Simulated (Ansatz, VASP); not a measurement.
**I: VASP beside Ansatz**

File INCAR:

```
SYSTEM = I
ALGO     = Normal         ! electronic algorithm
EDIFF    = 1E-6           ! SCF threshold, eV
ENCUT    = 520            ! plane-wave cutoff, eV
GGA      = PE             ! functional
ISIF     = 2              ! what is computed and relaxed
ISMEAR   = -1             ! smearing method
LASPH    = .True.         ! aspherical terms in the spheres
LCHARG   = .False.        ! write CHGCAR
LREAL    = .False.        ! projectors in reciprocal space
LWAVE    = .False.        ! write WAVECAR
NBANDS   = 22             ! bands
NELM     = 60             ! most SCF steps
PREC     = Accurate       ! precision mode
SIGMA    = 0.05           ! smearing width, eV
```

Contents of KPOINTS:

```
k-points
0
Gamma
  5 5 2
  0 0 0
```

Contents of POSCAR:

```
I
1.0
    4.4691335775     -2.3015586197      0.0000000000
    4.4691335775      2.3015586197      0.0000000000
    0.0000000000      0.0000000000      9.8759877929
I
4
Direct
    0.8427352896      0.1572647104      0.1220149726
    0.6572647104      0.3427352896      0.6220149726
    0.1572647104      0.8427352896      0.8779850274
    0.3427352896      0.6572647104      0.3779850274
```

Input for Ansatz:

```yaml
crystal:
  lattice:
    - [4.4691335775, -2.3015586197, 0.0]
    - [4.4691335775, 2.3015586197, 0.0]
    - [0.0, 0.0, 9.8759877929]
  atoms:
    - { symbol: I, position: [0.8427352896, 0.1572647104, 0.1220149726] }
    - { symbol: I, position: [0.6572647104, 0.3427352896, 0.6220149726] }
    - { symbol: I, position: [0.1572647104, 0.8427352896, 0.8779850274] }
    - { symbol: I, position: [0.3427352896, 0.6572647104, 0.3779850274] }
hamiltonian:
  xc: pbe
  pseudopotentials:
    kind: paw
    azcp:
      I: "pseudopotentials/I.paw.azcp"
basis:
  ecutwfc: 420
  fft_grid_basis: typed
kpoints:
  mp_grid: { grid: [5, 5, 2], shift: [0, 0, 0] }
magnetization:
  spin_polarized: false
scf:
  occupations: { method: fermi_dirac, width: 0.05 }
  lower_state_search: "off"
output:
  stress: true
  write_density: true
  write_potential: true
  elf: true
  volumetric_format: npy
```

Alike in both runs: task single point; functional PBE; k mesh 5 × 5 × 2; occupations fermi-dirac, width 0.05 eV; no spin polarisation.

|  | VASP | Ansatz |
| --- | --- | --- |
| version | VASP 6.6.1 | Ansatz 0.2.0 |
| potentials or method | VASP PAW PBE potentials, release 64 (I), cutoff 520 eV | plane waves (420 eV) with PAW, scalar-relativistic |
| valence electrons in the cell | 28 | 68 |

```tsv
	VASP	Ansatz	Ansatz less VASP
pressure (GPa)	0.0	0.0	+0.03
traceless stress, the component that is largest in VASP (GPa)	0.06	0.03	-0.029
```

VASP's potentials hold 28 valence electrons a cell and Ansatz's 68, so a difference there can come from the potentials and not from the codes.

Neither program's run includes spin-orbit coupling.
